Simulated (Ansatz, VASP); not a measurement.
# AlAu in VASP and in Ansatz

```
Al Au
1.0
     3.22394    0.00000    0.00000
     0.00000    3.22394    0.00000
     0.00000    0.00000    3.22394
Al Au
1 1
Direct
  0.00000 0.00000 0.00000
  0.50000 0.50000 0.50000
```

Change from the starting cell: volume scaled by 1, crystal datasets.

Alike in both runs: task electric field gradients; functional LDA; k mesh 11 × 11 × 11; occupations fermi-dirac, width 0.05 eV; no spin polarisation.

|  | VASP | Ansatz |
| --- | --- | --- |
| version | VASP 6.6.1 | Ansatz 0.2.0 |
| potentials or method | VASP PAW LDA potentials, release 64 (Al, Au), cutoff 520 eV | all-electron PAW with datasets made for the crystal, scalar-relativistic |

|  | VASP | Ansatz | Ansatz less VASP |
| --- | --- | --- | --- |
| pressure (GPa) | -7.5 | -7.7 | -0.18 |

LDA's correlation is that of Perdew and Zunger in VASP and of Perdew and Wang (1992) in Ansatz. Ansatz ran all-electron here, and VASP with PAW potentials.

Spin-orbit coupling is off throughout.
